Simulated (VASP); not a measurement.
Write the native input for VASP 6.6.1 that does the following.

| Item | Value |
| --- | --- |
| Task | single point |
| Functional | PBE |
| Potentials or basis | VASP PAW PBE potentials, release 64 (Zn, S) |
| Cutoff | 520 eV |
| k mesh | 12 × 12 × 4 |
| Occupations | gaussian, width 0.02 eV |
| Spin | no spin polarisation |
| Dipole correction | no |
| Further INCAR settings | ALGO = Normal; EDIFF = 1e-06; NBANDS = 26 |

The structure of ZnS lies in POSCAR:

```
ZnS
1.0
    3.9593889435      0.0000000000      0.0000000000
   -1.9796944718      3.4289314086      0.0000000000
    0.0000000000      0.0000000000      6.2030998647
Zn S
2 2
Direct
    0.3333333333      0.6666666667     -0.0034433876
    0.6666666667      0.3333333333      0.4965566124
    0.3333333333      0.6666666667      0.3784433876
    0.6666666667      0.3333333333      0.8784433876
```

These files were run (other wordings do the same):

INCAR

```
SYSTEM = ZnS
  PREC = Accurate
  ENCUT = 520
  EDIFF = 1E-6
  ISMEAR = 0
  SIGMA = 0.02
  LREAL = .FALSE.
  LASPH = .TRUE.
  NELM = 100
  ALGO = Normal
  ISIF = 2
  LWAVE = .FALSE.
  LCHARG = .FALSE.
  GGA = PE
  NBANDS = 26
```

KPOINTS

```
Automatic mesh
0
G
  12 12 4
  0 0 0
```

Potentials or basis: VASP PAW PBE potentials, release 64 (Zn, S).

Run with:

```sh
$ cat potpaw_PBE.64/Zn/POTCAR potpaw_PBE.64/S/POTCAR > POTCAR
$ mpirun -np 1 vasp_std > vasp.out
```

It gave:

| Item | Value |
| --- | --- |
| Pressure | -2.5 GPa |
| Band gap on the k mesh | 1.87 eV |

Wall time 53 s on 1 thread of Intel(R) Xeon(R) 6975P-C (Granite Rapids), on a shared host, peak memory 0.25 GiB.
